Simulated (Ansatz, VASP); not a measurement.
**One calculation of AgCl, two programs**

INCAR

```
SYSTEM = AgCl
PREC     = Accurate       ! precision mode
ENCUT    = 500            ! plane-wave cutoff, eV
EDIFF    = 1E-6           ! SCF threshold, eV
ISMEAR   = 0              ! smearing method
SIGMA    = 0.01           ! smearing width, eV
LREAL    = .FALSE.        ! projectors in reciprocal space
LASPH    = .TRUE.         ! aspherical terms in the spheres
NELM     = 120            ! most SCF steps
ALGO     = Normal         ! electronic algorithm
ISIF     = 2              ! what is computed and relaxed
LWAVE    = .FALSE.        ! write WAVECAR
LCHARG   = .FALSE.        ! write CHGCAR
GGA      = PS             ! functional
NBANDS   = 16             ! bands
GGA_COMPAT= .FALSE.
```

The input KPOINTS:

```
Automatic mesh
0
G
  8 8 8
  0 0 0
```

File POSCAR:

```
AgCl
1.0
    0.0000000000      2.7237571629      2.7237571629
    2.7237571629      0.0000000000      2.7237571629
    2.7237571629      2.7237571629      0.0000000000
Ag Cl
1 1
Direct
    0.0000000000      0.0000000000      0.0000000000
    0.5000000000      0.5000000000      0.5000000000
```

Input for Ansatz:

```yaml
crystal:
  lattice:
    - [0.0, 2.72375716287, 2.72375716287]
    - [2.72375716287, 0.0, 2.72375716287]
    - [2.72375716287, 2.72375716287, 0.0]
  atoms:
    - { symbol: Ag, position: [0.0, 0.0, 0.0] }
    - { symbol: Cl, position: [0.5, 0.5, 0.5] }
kpoints:
  mp_grid: { grid: [8, 8, 8] }
scf:
  occupations: { method: fixed }
hamiltonian:
  xc: pbesol
  pseudopotentials: { kind: all_electron, lapw: { basis_error: 0.001 } }
output:
  forces: true
  stress: true
  eigenvalues: true
  eigenstates:
    nscf_kmesh: { grid: [12, 12, 12] }
    de_dk: true
    e_range: [-9, 10.72494438891]
  optics:
    e_range: [0, 25]
    de: 0.2
    sigma: 0.15
    bands: { spectra_wanted_up_to: 25 }
    nscf_kmesh: { grid: [12, 12, 12] }
checkpoint:
  write: ck
  write_wavefunctions: false
```

Alike in both runs: task single point; functional PBEsol; k mesh 8 × 8 × 8; no spin polarisation.

|  | VASP | Ansatz |
| --- | --- | --- |
| version | VASP 6.6.1 | Ansatz 0.2.0 |
| potentials or method | VASP PAW PBE potentials, release 64 (Ag, Cl), cutoff 500 eV | all-electron LAPW, scalar-relativistic |
| occupations | gaussian, width 0.01 eV | fixed |

|  | VASP | Ansatz | Ansatz less VASP |
| --- | --- | --- | --- |
| gap on the k mesh at the Fermi level (eV) | 0.72 | 0.73 | +0.005 |
| pressure (GPa) | -0.1 | 0.0 | +0.10 |

VASP's potentials were made for PBE, not for PBEsol. Ansatz ran all-electron here, and VASP with PAW potentials.
